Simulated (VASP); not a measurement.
Al2Cu, 6 atoms in the cell. The structure is tetragonal, space group I4/mcm (No. 140). The conventional cell has a = 6.052 Å, b = 6.052 Å, c = 4.883 Å, α = 90.00°, β = 90.00°, γ = 90.00°. Within 3.4 Å of Al (site symmetry m2m) lie 4 Cu at 2.58 Å and 11 Al at 2.72 to 3.22 Å. Cu (site symmetry 422) has 2 Cu at 2.44 Å and 8 Al at 2.58 Å within 3.2 Å. 

- Program: VASP 6.6.1
- Task: single point
- Functional: PBE
- Potentials or basis: VASP PAW PBE potentials, release 64 (Al, Cu)
- Cutoff: 520 eV
- k mesh: 10 × 10 × 10
- Occupations: gaussian, width 0.1 eV
- Spin: no spin polarisation
- Dipole correction: no
- Further INCAR settings: ALGO = Normal; EDIFF = 1e-06; NBANDS = 26

Potentials or basis: VASP PAW PBE potentials, release 64 (Al, Cu).

The run is started by

```console
$ cat potpaw_PBE.64/Al/POTCAR potpaw_PBE.64/Cu/POTCAR > POTCAR
$ mpirun -np 1 vasp_std > vasp.out
```

Hardware: 1 thread of Intel(R) Xeon(R) 6975P-C (Granite Rapids), on a shared host.

Problem. Estimate the wall time of this run.

Solution. Run time: 3.3 min on 1 thread of Intel(R) Xeon(R) 6975P-C (Granite Rapids) (shared host), peak memory 0.37 GiB. Counts: scf iterations 16, k points 102.
